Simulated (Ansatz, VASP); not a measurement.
**ZnS in VASP and in Ansatz**

INCAR

```
SYSTEM = ZnS
PREC = Accurate ; ENCUT = 520
EDIFF = 1E-7 ; ISMEAR = 0
SIGMA = 0.01 ; LREAL = .False.
LASPH = .True. ; NELM = 100
ALGO = Normal ; ISIF = 2
LWAVE = .False. ; LCHARG = .False.
GGA = PS ; NBANDS = 26
```

KPOINTS

```
Automatic mesh
0
Gamma
  8 8 4
  0 0 0
```

POSCAR

```
ZnS
1.0
    3.7815781029      0.0000000000      0.0000000000
   -1.8907890514      3.2749427035      0.0000000000
    0.0000000000      0.0000000000      6.2089610191
Zn S
2 2
Direct
    0.3333333333      0.6666666667      0.0054423638
    0.6666666667      0.3333333333      0.5054423638
    0.3333333333      0.6666666667      0.3795576362
    0.6666666667      0.3333333333      0.8795576362
```

Input for Ansatz:

```yaml
crystal:
  lattice:
    - [3.78157810288, 0.0, 0.0]
    - [-1.89078905144, 3.27494270349, 0.0]
    - [0.0, 0.0, 6.20896101911]
  atoms:
    - { symbol: Zn, position: [0.333333333333, 0.666666666667, 0.00544236376] }
    - { symbol: Zn, position: [0.666666666667, 0.333333333333, 0.50544236376] }
    - { symbol: S, position: [0.333333333333, 0.666666666667, 0.37955763624] }
    - { symbol: S, position: [0.666666666667, 0.333333333333, 0.87955763624] }
kpoints:
  mp_grid: { grid: [8, 8, 4] }
scf:
  occupations: { method: fixed }
hamiltonian:
  xc: pbesol
  pseudopotentials: { kind: paw }
output:
  forces: true
  stress: true
  eigenvalues: true
  eigenstates:
    nscf_kmesh: { grid: [10, 10, 6] }
    de_dk: true
    e_range: [-9, 12.15412799776]
  optics:
    e_range: [0, 30]
    de: 0.2
    sigma: 0.1
    bands: { spectra_wanted_up_to: 30 }
    nscf_kmesh: { grid: [10, 10, 6] }
checkpoint:
  write: ck
  write_wavefunctions: false
```

Alike in both runs: task single point; functional PBEsol; k mesh 8 × 8 × 4; no spin polarisation.

|  | VASP | Ansatz |
| --- | --- | --- |
| version | VASP 6.6.1 | Ansatz 0.2.0 |
| potentials or method | VASP PAW PBE potentials, release 64 (Zn, S) | PAW with Ansatz's default frozen-core files, scalar-relativistic |
| plane-wave cutoff (eV) | 520 | 420 |
| occupations | gaussian, width 0.01 eV | fixed |
| valence electrons in the cell | 36 | 36 |

```tsv
	VASP	Ansatz	Ansatz less VASP
gap on the k mesh at the Fermi level (eV)	2.16	2.15	-0.007
pressure (GPa)	0.2	0.0	-0.20
```

VASP's potentials were made for PBE, not for PBEsol.
